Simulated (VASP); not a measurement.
Write the native input for VASP 6.6.1 that does the following.

| Quantity | Value |
| --- | --- |
| Task | single point |
| Functional | PBE |
| Potentials or basis | VASP PAW PBE potentials, release 64 (Re) |
| Cutoff | 520 eV |
| k mesh | 9 × 9 × 13 |
| Occupations | fermi-dirac, width 0.1 eV |
| Spin | no spin polarisation |
| Dipole correction | no |
| Further INCAR settings | ALGO = Normal; EDIFF = 1e-06; NBANDS = 18 |

The structure of Re lies in POSCAR:

```
Re
1.0
    4.5489461344      0.0000000000      0.0000000000
   -2.2744730672      3.9395029129      0.0000000000
    0.0000000000      0.0000000000      2.8499859379
Re
3
Direct
    0.0000000000      0.0000000000      1.0000000000
    0.3333333333      0.6666666667      0.5000000000
    0.6666666667      0.3333333333      0.5000000000
```

This isn't the form of Re at room conditions, which is hcp.

The input as run:

INCAR

```
SYSTEM = Re
PREC = Accurate ; ENCUT = 520
EDIFF = 1E-6 ; ISMEAR = -1
SIGMA = 0.1 ; LREAL = .FALSE.
LASPH = .TRUE. ; NELM = 100
ALGO = Normal ; ISIF = 2
LWAVE = .FALSE. ; LCHARG = .FALSE.
GGA = PE ; NBANDS = 18
```

KPOINTS

```
Automatic mesh
0
G
  9 9 13
  0 0 0
```

Potentials or basis: VASP PAW PBE potentials, release 64 (Re).

Launch:

```bash
$ cat potpaw_PBE.64/Re/POTCAR > POTCAR
$ mpirun -np 1 vasp_std > vasp.out
```

It gave:

* Pressure: -31.4 GPa
* Band gap on the k mesh: zero (an odd number of electrons rules out a gap without spin polarisation)

Caveat: the cell stands under tension; spin-orbit coupling is left out, which moves the levels of the heavy elements.

It took 48 s on 1 thread of Intel(R) Xeon(R) Platinum 8488C (Sapphire Rapids), with other jobs on the host, peak memory 0.22 GiB.
